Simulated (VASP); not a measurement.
# Ta4C3: single point with PBEsol

Crystal: Ta4C3.

```
Ta C
1.0
     4.44528    0.00000    0.00000
     0.00000    4.44528    0.00000
     0.00000    0.00000    4.44528
Ta C
4 3
Direct
  0.00000 0.00000 0.00000
  0.50000 0.50000 0.00000
  0.50000 0.00000 0.50000
  0.00000 0.50000 0.50000
  0.00000 0.00000 0.50000
  0.00000 0.50000 0.00000
  0.50000 0.00000 0.00000
```

* Program: VASP 6.6.1
* Task: single point
* Functional: PBEsol
* Potentials or basis: VASP PAW PBE potentials, release 64 (Ta_pv, C)
* Cutoff: 520 eV
* k mesh: 6 × 6 × 6
* Occupations: fermi-dirac, width 0.05 eV
* Spin: no spin polarisation

The pressure is -7.9 GPa. The band gap on the k mesh is zero (band 28 reaches 7.29 eV, above the bottom of band 29 at 6.10 eV).

Levels at points of the mesh, in eV from the Fermi level:
| k point | band 25 | band 26 | band 27 | band 28 | band 29 | band 30 | band 31 | band 32 |
| --- | --- | --- | --- | --- | --- | --- | --- | --- |
| (0.00, 0.00, 0.00) | -1.31 | -0.59 | -0.59 | -0.59 | -0.56 | -0.56 | -0.56 | 1.34 |
| (0.50, 0.00, 0.00) | -2.13 | -1.92 | -1.92 | 0.26 | 0.26 | 0.78 | 1.90 | 2.31 |
| (0.50, 0.50, 0.00) | -1.73 | -1.69 | -0.36 | -0.36 | 1.67 | 1.70 | 1.70 | 2.02 |
| (0.50, 0.50, 0.50) | -1.06 | -1.06 | -1.06 | -0.10 | 3.21 | 3.21 | 3.21 | 3.29 |

Run time: 30 s on 1 thread of Intel(R) Xeon(R) Platinum 8559C (Emerald Rapids) (shared host), peak memory 0.22 GiB.

Caveat: the PAW data sets were made with another functional, which shifts forces and pressure a little; spin-orbit coupling is left out, which moves the levels of the heavy elements.
